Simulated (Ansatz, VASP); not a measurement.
One calculation of TiSe2, two programs

```xyz
3
Lattice="3.4807 0.0000 0.0000 -1.7404 3.0144 0.0000 0.0000 0.0000 5.8732" Properties=species:S:1:pos:R:3 pbc="T T T"
Ti    0.0000    0.0000    0.0000
Se    0.0000    2.0096    1.5544
Se    1.7404    1.0048    4.3187
```

Alike in both runs: task relaxation of cell and atoms; functional PBE; dispersion D3(BJ); k mesh 15 × 15 × 8; occupations fermi-dirac, width 0.15 eV; no spin polarisation.

|  | VASP | Ansatz |
| --- | --- | --- |
| version | VASP 6.6.1 | Ansatz 0.2.0 |
| potentials or method | VASP PAW PBE potentials, release 64 (Ti_sv, Se), cutoff 500 eV | scalar-relativistic, plane waves, PAW |
| valence electrons in the cell | 24 | 44 |

|  | VASP | Ansatz | Ansatz less VASP |
| --- | --- | --- | --- |
| gap on the k mesh at the Fermi level, each at its own relaxed structure (eV) | none | none | - |
| relaxed volume (Å³/atom) | 20.53 | 20.52 | -0.007 |
| relaxed cell length with the largest relative difference (Å) | 3.480 | 3.479 | -0.0006 |

A gap of «none» marks a metal or a gap that the smearing closes. VASP's potentials hold 24 valence electrons a cell and Ansatz's 44, so a difference there can come from the potentials and not from the codes.
